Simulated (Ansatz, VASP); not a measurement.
Two plane-wave programs on Pb

```
Pb
1.0
     0.00000    2.47502    2.47502
     2.47502    0.00000    2.47502
     2.47502    2.47502    0.00000
Pb
1
Direct
  0.00000 0.00000 0.00000
```

Alike in both runs: task single point; functional PBE exchange alone; k mesh 9 × 9 × 9; occupations fermi-dirac, width 0.05 eV; no spin polarisation.

```csv
,VASP,Ansatz
version,VASP 6.6.1,Ansatz 0.2.0
potentials or method,"VASP PAW PBE potentials, release 64 (Pb_d)",Ansatz PAW
plane-wave cutoff (eV),520,420
valence electrons in the cell,14,14
```

|  | VASP | Ansatz | Ansatz less VASP |
| --- | --- | --- | --- |
| gap on the k mesh at the Fermi level (eV) | none | none | - |
| pressure (GPa) | 11.5 | 11.5 | +0.06 |

VASP's potentials were made for PBE, not for PBE exchange alone. A gap of «none» marks a metal or a gap that the smearing closes.

Spin-orbit coupling is off throughout.
